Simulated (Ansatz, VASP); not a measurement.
## Na in VASP and in Ansatz

Contents of INCAR:

```
SYSTEM = Na
  PREC = Accurate
  ENCUT = 520
  EDIFF = 1E-7
  ISMEAR = 0
  SIGMA = 0.15
  LREAL = .FALSE.
  LASPH = .TRUE.
  NELM = 80
  ALGO = Fast
  ISIF = 2
  LWAVE = .FALSE.
  LCHARG = .TRUE.
  GGA = PE
  LELF = .TRUE.
  LVHAR = .TRUE.
  NBANDS = 14
```

KPOINTS

```
regular mesh
0
G
  15 15 8
  0 0 0
```

POSCAR

```
Na
1.0
    3.5786509477      0.0000000000      0.0000000000
   -1.7893254739      3.0992026320      0.0000000000
    0.0000000000      0.0000000000      6.1540000000
Na
2
Direct
    0.3333333333      0.6666666667      0.2500000000
    0.6666666667      0.3333333333      0.7500000000
```

Input for Ansatz:

```yaml
crystal:
  lattice:
    - [3.5786509477, 0.0, 0.0]
    - [-1.7893254739, 3.099202632, 0.0]
    - [0.0, 0.0, 6.154]
  atoms:
    - { symbol: Na, position: [0.3333333333, 0.6666666667, 0.25] }
    - { symbol: Na, position: [0.6666666667, 0.3333333333, 0.75] }
basis:
  ecutwfc: 420
kpoints:
  mp_grid: { grid: [15, 15, 8] }
hamiltonian:
  xc: pbe
scf:
  occupations: { method: gaussian, width: 0.15 }
output:
  forces: true
  stress: true
  eigenvalues: true
```

Change from the starting cell: strain -0.050 along x and y, +0.000 along z, atoms carried along.

Alike in both runs: task single point; functional PBE; k mesh 15 × 15 × 8; occupations gaussian, width 0.15 eV; no spin polarisation.

```csv
,VASP,Ansatz
version,VASP 6.6.1,Ansatz 0.2.0
potentials or method,"VASP PAW PBE potentials, release 64 (Na_pv), cutoff 520 eV","scalar-relativistic, plane waves, PAW"
valence electrons in the cell,14,18
```

|  | VASP | Ansatz | Ansatz less VASP |
| --- | --- | --- | --- |
| gap on the k mesh at the Fermi level (eV) | none | none | - |
| pressure (GPa) | 0.8 | 0.8 | -0.02 |
| traceless stress, the component that is largest in VASP (GPa) | -0.48 | -0.48 | -0.001 |

A gap of «none» marks a metal or a gap that the smearing closes. With one functional, cell and mesh, what is left measures potentials, basis and numerics. VASP's potentials hold 14 valence electrons a cell and Ansatz's 18, so a difference there can come from the potentials and not from the codes.
